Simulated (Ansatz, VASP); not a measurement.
**One calculation of Ir, two programs**

```
Ir
1.0
     0.00000    2.21613    1.44049
     2.21613    0.00000    1.44049
     2.21613    2.21613    0.00000
Ir
1
Direct
  0.00000 0.00000 0.00000
```

Alike in both runs: task single point; functional PBEsol; k mesh 24 × 24 × 24; occupations gaussian, width 0.15 eV; no spin polarisation.

|  | VASP | Ansatz |
| --- | --- | --- |
| version | VASP 6.6.1 | Ansatz 0.2.0 |
| potentials or method | VASP PAW PBE potentials, release 64 (Ir), cutoff 520 eV | scalar-relativistic, plane waves, PAW |
| valence electrons in the cell | 9 | 17 |

```tsv
	VASP	Ansatz	Ansatz less VASP
gap on the k mesh at the Fermi level (eV)	none	none	-
pressure (GPa)	9.7	8.6	-1.12
traceless stress, the component that is largest in VASP (GPa)	-24.80	-24.99	-0.194
```

VASP's potentials were made for PBE, not for PBEsol. A gap of «none» marks a metal or a gap that the smearing closes. VASP's potentials hold 9 valence electrons a cell and Ansatz's 17, so a difference there can come from the potentials and not from the codes.

Spin-orbit coupling is off throughout.
